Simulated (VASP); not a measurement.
# CsPbCl3 (Pm-3m) in VASP: notebook

Runs on CsPbCl3. Level: PBE. Tasks: single point.

Program: VASP 6.6.1. These are calculated values, not measurements. Logs are shortened: lines on timing, memory, paths and dates and some standing lists are left out, and cuts for length are marked.

## Step 1: The cell of the first run

It takes space group Pm-3m (No. 221, cubic). Conventional cell: a = 5.623 Å, b = 5.623 Å, c = 5.623 Å, α = 90.00°, β = 90.00°, γ = 90.00°. Within 5.2 Å of Cs (site symmetry m-3m) lie 12 Cl at 3.98 Å and 8 Pb at 4.87 Å. Pb (site symmetry m-3m) has 6 Cl at 2.81 Å within 3.7 Å. Cl (site symmetry 4/mmm) has 2 Pb at 2.81 Å within 3.7 Å.

## Step 2: Single point, PBE (volume changed by -6%)

The input, INCAR:

```
SYSTEM = CsPbCl3
PREC = Accurate
ENCUT = 520
EDIFF = 1E-7
ISMEAR = 0
SIGMA = 0.01
LREAL = .False.
LASPH = .True.
NELM = 80
ALGO = Normal
ISIF = 2
LWAVE = .False.
LCHARG = .False.
GGA = PE
NBANDS = 30
```

The input, KPOINTS:

```
regular mesh
0
Gamma
  4 4 4
  0 0 0
```

The input, POSCAR:

```
CsPbCl3
1.0
    5.6230821864      0.0000000000      0.0000000000
    0.0000000000      5.6230821864      0.0000000000
    0.0000000000      0.0000000000      5.6230821864
Cs Pb Cl
1 1 3
Direct
    0.0000000000      0.0000000000      0.0000000000
    0.5000000000      0.5000000000      0.5000000000
    0.5000000000      0.5000000000      0.0000000000
    0.0000000000      0.5000000000      0.5000000000
    0.5000000000      0.0000000000      0.5000000000
```

Potentials or basis: VASP PAW PBE potentials, release 64 (Cs_sv, Pb_d, Cl).

Started as:

```bash
> cat potpaw_PBE.64/Cs_sv/POTCAR potpaw_PBE.64/Pb_d/POTCAR potpaw_PBE.64/Cl/POTCAR > POTCAR
> mpirun -np 1 vasp_std > vasp.out
```

OUTCAR:

```text
SYSTEM = CsPbCl3
   PREC = Accurate
   ENCUT = 520
   EDIFF = 1E-7
   ISMEAR = 0
   LREAL = .False.
   LASPH = .True.
   NELM = 80
   ISIF = 2
   GGA = PE

 ion  position               nearest neighbor table
   1  0.000  0.000  0.000-
   2  0.500  0.500  0.500-   3 2.81   4 2.81   5 2.81   3 2.81   5 2.81   4 2.81
   3  0.500  0.500  0.000-   2 2.81   2 2.81
   4  0.000  0.500  0.500-   2 2.81   2 2.81
   5  0.500  0.000  0.500-   2 2.81   2 2.81

  LATTYP: Found a simple cubic cell.
 ALAT       =     5.6230821864

  Lattice vectors:

 A1 = (   5.6230821864,   0.0000000000,   0.0000000000)
 A2 = (   0.0000000000,   5.6230821864,   0.0000000000)
 A3 = (   0.0000000000,   0.0000000000,   5.6230821864)

Analysis of symmetry for initial positions (statically):
=====================================================================
 Subroutine PRICEL returns:
 Original cell was already a primitive cell.

 Routine SETGRP: Setting up the symmetry group for a
 simple cubic supercell.

 Subroutine GETGRP returns: Found 48 space group operations
 (whereof 48 operations were pure point group operations)
 out of a pool of 48 trial point group operations.

The static configuration has the point symmetry O_h .

Analysis of symmetry for dynamics (positions and initial velocities):
=====================================================================
 Subroutine PRICEL returns:
 Original cell was already a primitive cell.

 Routine SETGRP: Setting up the symmetry group for a
 simple cubic supercell.

 Subroutine GETGRP returns: Found 48 space group operations
 (whereof 48 operations were pure point group operations)
 out of a pool of 48 trial point group operations.

The dynamic configuration has the point symmetry O_h .

 Subroutine INISYM returns: Found 48 space group operations
 (whereof 48 operations are pure point group operations),
 and found     1 'primitive' translations

----------------------------------------------------------------------------------------

                                     Primitive cell

  volume of cell :     177.7965

  direct lattice vectors                    reciprocal lattice vectors
     5.623082186  0.000000000  0.000000000     0.177838411  0.000000000  0.000000000
     0.000000000  5.623082186  0.000000000     0.000000000  0.177838411  0.000000000
     0.000000000  0.000000000  5.623082186     0.000000000  0.000000000  0.177838411

  length of vectors
     5.623082186  5.623082186  5.623082186     0.177838411  0.177838411  0.177838411

  position of ions in fractional coordinates (direct lattice)
     0.000000000  0.000000000  0.000000000
     0.500000000  0.500000000  0.500000000
     0.500000000  0.500000000  0.000000000
     0.000000000  0.500000000  0.500000000
     0.500000000  0.000000000  0.500000000

  ion indices of the primitive-cell ions
   primitive index   ion index
                 1           1
                 2           2
                 3           3
                 4           4
                 5           5

----------------------------------------------------------------------------------------

 KPOINTS: regular mesh

Automatic generation of k-mesh.
 Grid dimensions read from file:
 generate k-points for:    4    4    4

 Generating k-lattice:

  Cartesian coordinates                     Fractional coordinates (reciprocal lattice)
     0.044459603  0.000000000  0.000000000     0.250000000  0.000000000  0.000000000
     0.000000000  0.044459603  0.000000000     0.000000000  0.250000000  0.000000000
     0.000000000  0.000000000  0.044459603     0.000000000  0.000000000  0.250000000

  Length of vectors
     0.044459603  0.044459603  0.044459603

  Shift w.r.t. Gamma in fractional coordinates (k-lattice)
     0.000000000  0.000000000  0.000000000

 Subroutine IBZKPT returns following result:
 ===========================================

 Found     10 irreducible k-points:

 Following reciprocal coordinates:
            Coordinates               Weight
  0.000000  0.000000  0.000000      1.000000
  0.250000  0.000000  0.000000      6.000000
  0.500000  0.000000  0.000000      3.000000
  0.250000  0.250000  0.000000     12.000000
  0.500000  0.250000  0.000000     12.000000
  0.500000  0.500000  0.000000      3.000000
  0.250000  0.250000  0.250000      8.000000
  0.500000  0.250000  0.250000     12.000000
  0.500000  0.500000  0.250000      6.000000
  0.500000  0.500000  0.500000      1.000000
   k-points           NKPTS =     10   k-points in BZ     NKDIM =     10   number of bands    NBANDS=     30
   number of dos      NEDOS =    301   number of ions     NIONS =      5
   total plane-waves  NPLWV =  74088
   dimension x,y,z NGX =    42 NGY =   42 NGZ =   42
   dimension x,y,z NGXF=    84 NGYF=   84 NGZF=   84
   ions per type =               1   1   3
   NGX,Y,Z   is equivalent  to a cutoff of  12.42, 12.42, 12.42 a.u.
   NGXF,Y,Z  is equivalent  to a cutoff of  24.83, 24.83, 24.83 a.u.
 SYSTEM =  CsPbCl3
   PREC   = accura    normal or accurate (medium, high low for compatibility)
   ISTART =      0    job   : 0-new  1-cont  2-samecut
   ICHARG =      2    charge: 1-file 2-atom 10-const
   ISPIN  =      1    spin polarized calculation?
   LNONCOLLINEAR =      F non collinear calculations
   LSORBIT =      F    spin-orbit coupling
   LASPH  =      T    aspherical Exc in radial PAW
   ENCUT  =  520.0 eV  38.22 Ry    6.18 a.u.  10.46 10.46 10.46*2*pi/ulx,y,z
   NELM   =     80;   NELMIN=  2; NELMDL= -5     # of ELM steps
   EDIFF  = 0.1E-06   stopping-criterion for ELM
   LREAL  =      F    real-space projection
   EDIFFG = 0.1E-05   stopping-criterion for IOM
   NSW    =      0    number of steps for IOM
   IBRION =     -1    ionic relax: 0-MD 1-quasi-New 2-CG
   NFREE  =      0    steps in history (QN), initial steepest desc. (CG)
   ISIF   =      2    stress and relaxation
   ISYM   =      2    0-nonsym 1-usesym 2-fastsym
   POTIM  = 0.5000    time-step for ionic-motion
   TEBEG  =    0.0;   TEEND  =   0.0 temperature during run
   PSTRESS=    0.0 pullay stress
   NELECT =      44.0000    total number of electrons
   NUPDOWN=      -1.0000    fix difference up-down
   EMIN   =  10.00;   EMAX   =-10.00  energy-range for DOS
   EFERMI =   0.00;   METHOD = LEGACY
   ISMEAR =     0;   SIGMA  =   0.01  broadening in eV -4-tet -1-fermi 0-gaus
   EFERMI_NEDOS =   21; number of points for ismear=-14 and -15
   IALGO  =     38    algorithm
   IMIX   =      4    mixing-type and parameters
     AMIX     =   0.40;   BMIX     =  1.00
     AMIX_MAG =   1.60;   BMIX_MAG =  1.00
  volume/ion in A,a.u.               =      35.56       239.97
  Fermi-wavevector in a.u.,A,eV,Ry     =   1.027822  1.942302 14.373444  1.056418
  Thomas-Fermi vector in A             =   2.161787
   LORBIT       =      0    0 simple, 1 ext, 2 COOP (PROOUT), +10 PAW based schemes
   GGA     = PE    functional components
   LHFCALC =     F    Hartree Fock is set to
   AEXX    =    0.0000 exact exchange contribution
   IVDW    =     0    specifies the selected vdW correction
   LEPSILON=     F    determine dielectric tensor
   LRPA    =     F    only Hartree local field effects (RPA)
 non-spin polarized calculation
 Gauss-broadening in eV      SIGMA  =   0.01
  energy-cutoff  :      520.00
  volume of cell :      177.80
 maximum number of plane-waves:      4828
 NGX is ok and might be reduce to    42
   NGX = 21   NGY = 21   NGZ = 21

 number of electron      44.0000011 magnetization

 Free energy of the ion-electron system (eV)
  ---------------------------------------------------
  ext. energy  EPLUGINS =         0.00000000
  ---------------------------------------------------
  free energy    TOTEN  =       -17.49679306 eV

  energy without entropy =      -17.49679306  energy(sigma->0) =      -17.49679306

 E-fermi :   1.7350     XC(G=0):  -7.7787

 val. band max:        1.6842256117   @ k =   0.5000   0.5000   0.5000
 cond. band min:       3.6627881410   @ k =   0.5000   0.5000   0.5000
 fundamental gap:      1.9785625293
 Fermi energy:         1.7350465087

 k-point     1 :       0.0000    0.0000    0.0000
  band No.  band energies     occupation
      1     -19.6383      2.00000
      2     -15.0934      2.00000
      3     -15.0934      2.00000
      4     -14.8627      2.00000
      5     -14.8627      2.00000
      6     -14.8627      2.00000
[... 22 lines left out ...]
     29       7.8513      0.00000
     30       7.8513      0.00000

 k-point     2 :       0.2500    0.0000    0.0000
  band No.  band energies     occupation
      1     -19.6373      2.00000
      2     -15.0933      2.00000
      3     -15.0444      2.00000
      4     -14.8634      2.00000
      5     -14.8634      2.00000
      6     -14.8627      2.00000
[... 22 lines left out ...]
     29       7.1461      0.00000
     30       8.0118      0.00000

 k-point     3 :       0.5000    0.0000    0.0000
  band No.  band energies     occupation
      1     -19.6362      2.00000
      2     -15.0932      2.00000
      3     -14.9934      2.00000
      4     -14.8642      2.00000
      5     -14.8642      2.00000
      6     -14.8627      2.00000
[... 22 lines left out ...]
     29       7.4622      0.00000
     30       8.6770      0.00000

 k-point     4 :       0.2500    0.2500    0.0000
  band No.  band energies     occupation
      1     -19.6363      2.00000
      2     -15.0698      2.00000
      3     -15.0162      2.00000
      4     -14.8641      2.00000
      5     -14.8634      2.00000
      6     -14.8634      2.00000
[... 22 lines left out ...]
     29       7.4409      0.00000
     30       7.9891      0.00000

 k-point     5 :       0.5000    0.2500    0.0000
  band No.  band energies     occupation
      1     -19.6354      2.00000
      2     -15.0635      2.00000
      3     -14.9683      2.00000
      4     -14.8648      2.00000
      5     -14.8641      2.00000
      6     -14.8634      2.00000
[... 22 lines left out ...]
     29       7.7085      0.00000
     30       8.0695      0.00000

 k-point     6 :       0.5000    0.5000    0.0000
  band No.  band energies     occupation
      1     -19.6345      2.00000
      2     -15.0474      2.00000
      3     -14.9263      2.00000
      4     -14.8655      2.00000
      5     -14.8641      2.00000
      6     -14.8641      2.00000
[... 22 lines left out ...]
     29       7.9864      0.00000
     30       7.9864      0.00000

 k-point     7 :       0.2500    0.2500    0.2500
  band No.  band energies     occupation
      1     -19.6354      2.00000
      2     -15.0161      2.00000
      3     -15.0161      2.00000
      4     -14.8641      2.00000
      5     -14.8641      2.00000
      6     -14.8641      2.00000
[... 22 lines left out ...]
     29       7.8929      0.00000
     30       7.8929      0.00000

 k-point     8 :       0.5000    0.2500    0.2500
  band No.  band energies     occupation
      1     -19.6346      2.00000
      2     -15.0160      2.00000
      3     -14.9594      2.00000
      4     -14.8649      2.00000
      5     -14.8648      2.00000
      6     -14.8641      2.00000
[... 22 lines left out ...]
     29       7.8751      0.00000
     30       7.8843      0.00000

 k-point     9 :       0.5000    0.5000    0.2500
  band No.  band energies     occupation
      1     -19.6338      2.00000
      2     -14.9890      2.00000
      3     -14.9263      2.00000
      4     -14.8655      2.00000
      5     -14.8648      2.00000
      6     -14.8648      2.00000
[... 22 lines left out ...]
     29       7.5360      0.00000
     30       7.9388      0.00000

 k-point    10 :       0.5000    0.5000    0.5000
  band No.  band energies     occupation
      1     -19.6330      2.00000
      2     -14.9262      2.00000
      3     -14.9262      2.00000
      4     -14.8656      2.00000
      5     -14.8656      2.00000
      6     -14.8656      2.00000
[... 22 lines left out ...]
     29       7.2933      0.00000
     30       8.4824      0.00000

------------------------ aborting loop because EDIFF is reached ----------------------------------------

  FORCE on cell =-STRESS in cart. coord.  units (eV):
  Direction    XX          YY          ZZ          XY          YZ          ZX
  --------------------------------------------------------------------------------------
  -------------------------------------------------------------------------------------
  Total        1.6912415      1.6912415      1.6912415     -0.0000000     -0.0000000     -0.0000000
  in kB       15.2402786     15.2402786     15.2402786     -0.0000000     -0.0000000     -0.0000000
  external PRESSURE =      15.2402786 kB  Pullay stress =       0.0000000 kB

 VOLUME and BASIS-vectors are now :
 -----------------------------------------------------------------------------
  energy-cutoff  :      520.00
  volume of cell :      177.80
      direct lattice vectors                 reciprocal lattice vectors
     5.623082186  0.000000000  0.000000000     0.177838411  0.000000000  0.000000000
     0.000000000  5.623082186  0.000000000     0.000000000  0.177838411  0.000000000
     0.000000000  0.000000000  5.623082186     0.000000000  0.000000000  0.177838411

 POSITION                                       TOTAL-FORCE (eV/Angst)
 -----------------------------------------------------------------------------------
      0.00000      0.00000      0.00000         0.000000      0.000000      0.000000
      2.81154      2.81154      2.81154         0.000000      0.000000      0.000000
      2.81154      2.81154      0.00000         0.000000      0.000000      0.000000
      0.00000      2.81154      2.81154         0.000000      0.000000      0.000000
      2.81154      0.00000      2.81154         0.000000      0.000000      0.000000
 -----------------------------------------------------------------------------------
    total drift:                                0.000000     -0.000000     -0.000000

  FREE ENERGIE OF THE ION-ELECTRON SYSTEM (eV)
  ---------------------------------------------------
  free  energy   TOTEN  =       -17.4967930618 eV

  energy  without entropy=      -17.4967930618  energy(sigma->0) =      -17.49679306
```

Wall time 36 s (1 thread of Intel Xeon 6975P-C, shared host); peak memory 0.27 GiB.

What came out:

```yaml
Free_energy: -17.4968 eV
Pressure: 1.5 GPa
Band_gap_on_the_k_mesh: 1.98 eV, direct
```

Caveat: the cell differs from its parent crystal (volume changed by -6%); spin-orbit coupling is left out, which moves the levels of the heavy elements.

## Step 3: Single point, PBE

This run uses another cell than the first one, of 36.59 Å³/atom, 1.029 times its volume.

The input, INCAR:

```
SYSTEM = CsPbCl3
ALGO = Normal ; EDIFF = 1E-6
ENCUT = 520 ; GGA = PE
ISIF = 2 ; ISMEAR = 0
LASPH = .TRUE. ; LCHARG = .TRUE.
LELF = .TRUE. ; LREAL = .FALSE.
LVHAR = .TRUE. ; LWAVE = .FALSE.
NBANDS = 30 ; NELM = 100
PREC = Accurate ; SIGMA = 0.01
```

The input, KPOINTS:

```
k-points
0
G
  4 4 4
  0 0 0
```

POSCAR, as its differences from that of step 2:

```diff
@@ -2,5 +2,5 @@
 1.0
-    5.6230821864      0.0000000000      0.0000000000
-    0.0000000000      5.6230821864      0.0000000000
-    0.0000000000      0.0000000000      5.6230821864
+    5.6767293573      0.0000000000      0.0000000000
+    0.0000000000      5.6767293573      0.0000000000
+    0.0000000000      0.0000000000      5.6767293573
 Cs Pb Cl
```

Potentials or basis: VASP PAW PBE potentials, release 64 (Cs_sv, Pb_d, Cl).

Started as:

```bash
> cat potpaw_PBE.64/Cs_sv/POTCAR potpaw_PBE.64/Pb_d/POTCAR potpaw_PBE.64/Cl/POTCAR > POTCAR
> mpirun -np 1 vasp_std > vasp.out
```

OUTCAR:

```text
SYSTEM = CsPbCl3
   EDIFF = 1E-6
   ENCUT = 520
   GGA = PE
   ISIF = 2
   ISMEAR = 0
   LASPH = .TRUE.
   LREAL = .FALSE.
   NELM = 100
   PREC = Accurate

 ion  position               nearest neighbor table
   1  0.000  0.000  0.000-
   2  0.500  0.500  0.500-   3 2.84   4 2.84   5 2.84   3 2.84   5 2.84   4 2.84
   3  0.500  0.500  0.000-   2 2.84   2 2.84
   4  0.000  0.500  0.500-   2 2.84   2 2.84
   5  0.500  0.000  0.500-   2 2.84   2 2.84

  LATTYP: Found a simple cubic cell.
[... 514 lines left out ...]
  --------------------------------------------------------------------------------------
  -------------------------------------------------------------------------------------
  Total        0.8527741      0.8527741      0.8527741     -0.0000000     -0.0000000      0.0000000
  in kB        7.4687856      7.4687856      7.4687856     -0.0000000     -0.0000000      0.0000000
  external PRESSURE =       7.4687856 kB  Pullay stress =       0.0000000 kB

 VOLUME and BASIS-vectors are now :
 -----------------------------------------------------------------------------
  energy-cutoff  :      520.00
  volume of cell :      182.93
      direct lattice vectors                 reciprocal lattice vectors
     5.676729357  0.000000000  0.000000000     0.176157773  0.000000000  0.000000000
     0.000000000  5.676729357  0.000000000     0.000000000  0.176157773  0.000000000
     0.000000000  0.000000000  5.676729357     0.000000000  0.000000000  0.176157773

 POSITION                                       TOTAL-FORCE (eV/Angst)
 -----------------------------------------------------------------------------------
      0.00000      0.00000      0.00000         0.000000      0.000000      0.000000
      2.83836      2.83836      2.83836         0.000000      0.000000      0.000000
      2.83836      2.83836      0.00000         0.000000      0.000000      0.000000
      0.00000      2.83836      2.83836         0.000000      0.000000      0.000000
      2.83836      0.00000      2.83836         0.000000      0.000000      0.000000
 -----------------------------------------------------------------------------------
    total drift:                                0.000000     -0.000000     -0.000000

  FREE ENERGIE OF THE ION-ELECTRON SYSTEM (eV)
  ---------------------------------------------------
  free  energy   TOTEN  =       -17.5345347161 eV

  energy  without entropy=      -17.5345347161  energy(sigma->0) =      -17.53453472
```

stdout:

```text
POSCAR found type information on POSCAR CsPbCl
 POSCAR found :  3 types and       5 ions
 scaLAPACK will be used
 LDA part: xc-table for (Slater+PW92), standard interpolation
 POSCAR, INCAR and KPOINTS ok, starting setup
 FFT: planning ... GRIDC
 FFT: planning ... GRID_SOFT
 FFT: planning ... GRID
 WAVECAR not read
 entering main loop
```

Run time: 36 s. Hardware: 1 thread of Intel Xeon 6975P-C, shared host; peak memory 0.28 GiB.

What came out:

```yaml
Free_energy: -17.5345 eV
Pressure: 0.7 GPa
Band_gap_on_the_k_mesh: 2.10 eV, direct
```

Caveat: spin-orbit coupling is left out, which moves the levels of the heavy elements. A k mesh can miss the band edges.
